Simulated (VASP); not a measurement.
A run of VASP 6.6.1:

INCAR

```
PREC     = Accurate       # precision mode
ENCUT    = 520            # plane-wave cutoff, eV
EDIFF    = 1E-8           # SCF threshold, eV
ISMEAR   = -1             # smearing method
SIGMA    = 0.05           # smearing width, eV
LREAL    = F              # projectors in reciprocal space
LASPH    = T              # aspherical terms in the spheres
NELM     = 60             # most SCF steps
ALGO     = Normal         # electronic algorithm
ISIF     = 2              # what is computed and relaxed
LWAVE    = F              # write WAVECAR
LCHARG   = F              # write CHGCAR
GGA      = PE             # functional
LEFG     = T            
ISYM     = 0            
NBANDS   = 18             # bands
```

KPOINTS

```
regular mesh
0
Gamma
  11 11 14
```

The input POSCAR:

```
Si2W
1.0
   -1.6006287224      1.6006287224      3.9268226440
    1.6006287224     -1.6006287224      3.9268226440
    1.6006287224      1.6006287224     -3.9268226440
Si W
2 1
Direct
    0.3330000000      0.3330000000      0.0000000000
    0.6670000000      0.6670000000      0.0000000000
    0.0000000000      0.0000000000      0.0000000000
```

Potentials or basis: VASP PAW PBE potentials, release 64 (Si, W_sv).

Launch:

```console
$ cat potpaw_PBE.64/Si/POTCAR potpaw_PBE.64/W_sv/POTCAR > POTCAR
$ mpirun -np 1 vasp_std > vasp.out
```

Hardware: 1 thread of Intel(R) Xeon(R) Platinum 8488C (Sapphire Rapids), on a shared host.

Question: Estimate the wall time of this run.

Answer: Wall time 11 min on 1 thread of Intel(R) Xeon(R) Platinum 8488C (Sapphire Rapids), with other jobs on the host, peak memory 0.66 GiB. Counts: scf iterations 15, k points 848.
